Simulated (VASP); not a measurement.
Write the native input for VASP 6.6.1 that does the following.

| Property | Result |
| --- | --- |
| Task | single point |
| Functional | PBE |
| Potentials or basis | VASP PAW PBE potentials, release 64 (Mg, O) |
| Cutoff | 520 eV |
| k mesh | 4 × 4 × 2 |
| Occupations | gaussian, width 0.1 eV |
| Spin | no spin polarisation |
| Dipole correction | no |
| Further INCAR settings | ALGO = Normal; EDIFF = 1e-07; NBANDS = 26 |

The structure of MgO lies in POSCAR:

```
MgO
1.0
   -1.7604621748      3.0492099316      0.0000000000
    0.0000000000      0.0000000000      4.2373703186
    5.2813865245      3.0492099316      0.0000000000
Mg O
4 4
Direct
    0.0000000000      0.7500000000      0.3333333333
    0.5000000000      0.7500000000      0.8333333333
    0.5000000000      0.2500000000      0.1666666667
    0.0000000000      0.2500000000      0.6666666667
    0.0000000000      0.2500000000      0.3333333333
    0.5000000000      0.2500000000      0.8333333333
    0.5000000000      0.7500000000      0.1666666667
    0.0000000000      0.7500000000      0.6666666667
```

One way to write it, as run:

INCAR

```
SYSTEM = MgO
PREC     = Accurate       ! precision mode
ENCUT    = 520            ! plane-wave cutoff, eV
EDIFF    = 1E-7           ! SCF threshold, eV
ISMEAR   = 0              ! smearing method
SIGMA    = 0.1            ! smearing width, eV
LREAL    = .FALSE.        ! projectors in reciprocal space
LASPH    = .TRUE.         ! aspherical terms in the spheres
NELM     = 100            ! most SCF steps
ALGO     = Normal         ! electronic algorithm
ISIF     = 2              ! what is computed and relaxed
LWAVE    = .FALSE.        ! write WAVECAR
LCHARG   = .FALSE.        ! write CHGCAR
GGA      = PE             ! functional
NBANDS   = 26             ! bands
```

KPOINTS

```
regular mesh
0
G
  4 4 2
  0 0 0
```

Potentials or basis: VASP PAW PBE potentials, release 64 (Mg, O).

Command:

```console
$ cat potpaw_PBE.64/Mg/POTCAR potpaw_PBE.64/O/POTCAR > POTCAR
$ mpirun -np 1 vasp_std > vasp.out
```

It gave:

```yaml
Pressure: -0.5 GPa
Band_gap_on_the_k_mesh: 3.26 eV
```

Caveat: the k points lie up to 0.52 Å⁻¹ apart.

It took 29 s on 1 thread of Intel(R) Xeon(R) 6975P-C (Granite Rapids), with other jobs on the host, peak memory 0.2 GiB.
